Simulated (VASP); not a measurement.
Wanted: the native input for a VASP 6.6.1 run.

| Quantity | Value |
| --- | --- |
| Task | single point |
| Functional | r2SCAN |
| Potentials or basis | VASP PAW PBE potentials, release 64 (Ga_d, O) |
| Cutoff | 520 eV |
| k mesh | 6 × 6 × 6 |
| Occupations | gaussian, width 0.05 eV |
| Spin | no spin polarisation |
| Dipole correction | no |
| Further INCAR settings | ALGO = Normal; EDIFF = 1e-06; NBANDS = 55 |

Crystal: Ga2O3.

```
CELL_PARAMETERS angstrom
2.36769 1.36698 4.25663
-2.36769 1.36698 4.25663
0.00000 -2.73397 4.25663
ATOMIC_POSITIONS crystal
Ga 0.35540 0.35540 0.35540
Ga 0.14460 0.14460 0.14460
Ga 0.64460 0.64460 0.64460
Ga 0.85540 0.85540 0.85540
O 0.55363 0.94637 0.25000
O 0.25000 0.55363 0.94637
O 0.94637 0.25000 0.55363
O 0.44637 0.05363 0.75000
O 0.75000 0.44637 0.05363
O 0.05363 0.75000 0.44637
```

This cell differs from its parent crystal: strain -0.050 along x and y, -0.050 along z.

One way to write it, as run:

POSCAR

```
Ga2O3
1.0
    2.3676872358      1.3669848630      4.2566332850
   -2.3676872358      1.3669848630      4.2566332850
    0.0000000000     -2.7339697259      4.2566332850
Ga O
4 6
Direct
    0.3554023483      0.3554023483      0.3554023483
    0.1445976517      0.1445976517      0.1445976517
    0.6445976517      0.6445976517      0.6445976517
    0.8554023483      0.8554023483      0.8554023483
    0.5536262452      0.9463737548      0.2500000000
    0.2500000000      0.5536262452      0.9463737548
    0.9463737548      0.2500000000      0.5536262452
    0.4463737548      0.0536262452      0.7500000000
    0.7500000000      0.4463737548      0.0536262452
    0.0536262452      0.7500000000      0.4463737548
```

INCAR.step1

```
SYSTEM = Ga2O3
  ALGO = Normal
  EDIFF = 1E-4
  ENCUT = 520
  GGA = PE
  ISMEAR = 0
  LASPH = .True.
  LCHARG = .False.
  LREAL = .False.
  LWAVE = .True.
  NBANDS = 55
  NELM = 60
  PREC = Accurate
  SIGMA = 0.05
```

INCAR.step2

```
SYSTEM = Ga2O3
  ALGO = Normal
  EDIFF = 1E-6
  ENCUT = 520
  ISIF = 2
  ISMEAR = 0
  ISTART = 1
  LASPH = .True.
  LCHARG = .False.
  LMIXTAU = .True.
  LREAL = .False.
  LWAVE = .False.
  METAGGA = R2SCAN
  NBANDS = 55
  NELM = 60
  PREC = Accurate
  SIGMA = 0.05
```

KPOINTS

```
k-points
0
Gamma
  6 6 6
  0 0 0
```

Potentials or basis: VASP PAW PBE potentials, release 64 (Ga_d, O).

Launch:

```bash
$ cat potpaw_PBE.64/Ga_d/POTCAR potpaw_PBE.64/O/POTCAR > POTCAR
$ cp INCAR.step1 INCAR
$ mpirun -np 1 vasp_std > vasp.out
$ cp INCAR.step2 INCAR
$ mpirun -np 1 vasp_std > vasp.out
```

Results of the run:

```json
{"Pressure": "54.5 GPa", "Largest force": "0.034 eV/Å", "Band gap on the k mesh": "5.39 eV (least direct gap 5.62 eV)"}
```

Caveat: the cell differs from its parent crystal (strain -0.050 along x and y, -0.050 along z); the stress differs along the axes, from 50 to 57 GPa; the PAW data sets were made with another functional, which shifts forces and pressure a little.

Wall time 7.5 min on 1 thread of Intel(R) Xeon(R) Platinum 8559C (Emerald Rapids) (shared host), peak memory 0.31 GiB.
